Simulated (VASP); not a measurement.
# Sr (Fm-3m) in VASP: further runs, part 2 of 2

VASP 6.6.1.

## Step 5: Relaxation of cell and atoms, PBE, target pressure 90 GPa, at which the enthalpy is minimised

This run uses another cell than the first one, of 18.03 Å³/atom.

INCAR

```
ALGO     = Normal         # electronic algorithm
EDIFF    = 1E-6           # SCF threshold, eV
EDIFFG   = -0.008         # ionic threshold
ENCUT    = 600            # plane-wave cutoff, eV
GGA      = PE             # functional
IBRION   = 2              # ionic algorithm
ISIF     = 3              # what is computed and relaxed
ISMEAR   = 0              # smearing method
LASPH    = True           # aspherical terms in the spheres
LCHARG   = False          # write CHGCAR
LREAL    = False          # projectors in reciprocal space
LWAVE    = False          # write WAVECAR
NELM     = 60             # most SCF steps
NSW      = 70             # ionic steps
PREC     = Accurate       # precision mode
PSTRESS  = 900.0        
SIGMA    = 0.1            # smearing width, eV
```

KPOINTS

```
k-points
0
Gamma
  18 18 18
```

POSCAR

```
Sr
1.0
    0.0000000000      2.0813037371      2.0813037371
    2.0813037371      0.0000000000      2.0813037371
    2.0813037371      2.0813037371      0.0000000000
Sr
1
Direct
    0.0000000000      0.0000000000      0.0000000000
```

Started as:

```sh
$ cat potpaw_PBE.64/Sr_sv/POTCAR > POTCAR
$ mpirun -np 1 vasp_std > vasp.out
```

It took 76 s on 1 thread of Intel Xeon 6975P-C (Granite Rapids), shared host; peak memory 0.19 GiB.

Results (log left out):

- Free energy: 3.0727 eV
- Relaxed volume: 15.39 Å³/atom
- Relaxed cell: a = 2.792 Å, b = 2.792 Å, c = 2.792 Å, α = 60.00°, β = 60.00°, γ = 60.00°
- Space group after relaxing (to 0.1 Å): Fm-3m (No. 225)
- Energy change on relaxing (the run minimises the enthalpy): +1239.5 meV/atom
- Ionic steps: 18
- Pressure after relaxing: 90.0 GPa
- Band gap on the k mesh: zero (bands 5 and 6 overlap by 4.23 eV)

Step by step:
```
step  energy change (eV)  largest force (eV/Å)  pressure (GPa)  volume (Å³)
   1              0.0000                0.0000           62.14        18.03
   2              5.4302                0.0000          265.84        11.02
   3              1.0976                0.0000           86.47        15.65
   4              1.1755                0.0000           88.29        15.51
   5              1.2475                0.0000           90.22        15.38
   6              1.2192                0.0000           89.45        15.43
   7              1.2202                0.0000           89.46        15.42
   8              1.2231                0.0000           89.52        15.42
   9              1.2231                0.0000           89.55        15.42
  10              1.2232                0.0000           89.54        15.42
  11              1.2234                0.0000           89.54        15.42
  12              1.2238                0.0000           89.54        15.42
  13              1.2245                0.0000           89.52        15.42
  14              1.2260                0.0000           89.61        15.41
  15              1.2289                0.0000           89.68        15.41
  16              1.2347                0.0000           89.87        15.40
  17              1.2463                0.0000           90.19        15.38
  18              1.2395                0.0000           90.04        15.39
```

Final structure:
```
CELL_PARAMETERS angstrom
0.00000 1.97426 1.97426
1.97426 0.00000 1.97426
1.97426 1.97426 0.00000
ATOMIC_POSITIONS crystal
Sr 0.00000 0.00000 0.00000
```

Levels at points of the mesh, in eV from the Fermi level:
| k point | band 3 | band 4 | band 5 | band 6 | band 7 | band 8 |
| --- | --- | --- | --- | --- | --- | --- |
| (0.00, 0.00, 0.00) | -15.31 | -15.31 | -1.71 | 3.28 | 3.28 | 3.28 |
| (0.50, 0.00, 0.00) | -16.05 | -16.05 | -1.87 | 2.64 | 2.64 | 7.60 |
| (0.50, 0.50, 0.00) | -17.52 | -17.52 | -4.01 | -2.83 | 12.26 | 12.91 |

Caveat: the cell is relaxed towards a set pressure, so the run minimises the enthalpy, not the energy.

## Step 6: Relaxation of cell and atoms, PBE, target pressure 1 GPa, at which the enthalpy is minimised

This run uses another cell than the first one, of 54.17 Å³/atom.

INCAR

```
PREC = Accurate
ENCUT = 600
EDIFF = 1E-7
ISMEAR = 0
SIGMA = 0.1
LREAL = F
LASPH = T
NELM = 80
ALGO = Fast
ISIF = 3
LWAVE = F
LCHARG = F
GGA = PE
IBRION = 2
NSW = 70
EDIFFG = -0.008
PSTRESS = 10.0
```

KPOINTS

```
Automatic mesh
0
Gamma
  12 12 12
```

POSCAR

```
Sr
1.0
    0.0000000000      3.0030670557      3.0030670557
    3.0030670557      0.0000000000      3.0030670557
    3.0030670557      3.0030670557      0.0000000000
Sr
1
Direct
    0.0000000000      0.0000000000      0.0000000000
```

Potentials or basis: VASP PAW PBE potentials, release 64 (Sr_sv).

Started as:

```sh
$ cat potpaw_PBE.64/Sr_sv/POTCAR > POTCAR
$ mpirun -np 1 vasp_std > vasp.out
```

Run time: 76 s. Hardware: 1 thread of Intel Xeon 6975P-C (Granite Rapids), shared host; peak memory 0.24 GiB.

Results (log left out):

```
Free energy                                                : -1.6287 eV
Relaxed volume                                             : 50.85 Å³/atom
Relaxed cell                                               : a = 4.158 Å, b = 4.158 Å, c = 4.158 Å, α = 60.00°, β = 60.00°, γ = 60.00°
Space group after relaxing (to 0.1 Å)                      : Fm-3m (No. 225)
Energy change on relaxing (the run minimises the enthalpy) : +11.2 meV/atom
Ionic steps                                                : 3
Pressure after relaxing                                    : 1.0 GPa
```

The path:
```tsv
step	energy change (eV)	largest force (eV/Å)	pressure (GPa)	volume (Å³)
1	0.0000	0.0000	0.13	54.17
2	0.0057	0.0000	0.69	51.90
3	0.0112	0.0000	0.99	50.85
```

Final structure:
```xyz
1
Lattice="0.0000 2.9405 2.9405 2.9405 0.0000 2.9405 2.9405 2.9405 0.0000" Properties=species:S:1:pos:R:3 pbc="T T T"
Sr    0.0000    0.0000    0.0000
```

Levels at points of the mesh, in eV from the Fermi level:
```
           k point  band 2  band 3  band 4  band 5  band 6  band 7  band 8  band 9
(0.00, 0.00, 0.00)  -18.35  -18.35  -18.35   -3.77    2.42    2.42    2.42    4.01
(0.50, 0.00, 0.00)  -18.61  -18.39  -18.39   -1.17    0.16    2.24    2.24    5.15
(0.50, 0.50, 0.00)  -18.59  -18.44  -18.44   -0.74    0.27    1.23    5.16    5.57
```

Caveat: the cell is relaxed towards a set pressure, so the run minimises the enthalpy, not the energy.

## Step 7: The runs side by side

| cell | k mesh | gap on the mesh (eV) | pressure (GPa) |
| --- | --- | --- | --- |
| relaxed to 25 GPa from a = 3.533 Å, angles 60.0°, 1 atom | 14 × 14 × 14 | none | 25.0 |
| relaxed to 4 GPa from a = 4.042 Å, angles 60.0°, 1 atom | 12 × 12 × 12 | - | 4.0 |
| relaxed to 50 GPa from a = 3.248 Å, angles 60.0°, 1 atom | 16 × 16 × 16 | none | 49.9 |
| relaxed to 90 GPa from a = 2.943 Å, angles 60.0°, 1 atom | 18 × 18 × 18 | none | 90.0 |
| relaxed to 1 GPa from a = 4.247 Å, angles 60.0°, 1 atom | 12 × 12 × 12 | - | 1.0 |

Alike in all rows: task relaxation of cell and atoms; level PBE; potentials or basis VASP PAW PBE potentials, release 64 (Sr_sv); no spin polarisation; cutoff (eV) 600; smearing gaussian 0.1 eV.

Caveats: the cell is relaxed towards a set pressure, so the run minimises the enthalpy, not the energy; the volume moved by over 15 % at a fixed basis, so the end points are rough (at least some runs).

Total energies depend on the potentials used, so only differences within one code and one set of settings carry meaning.
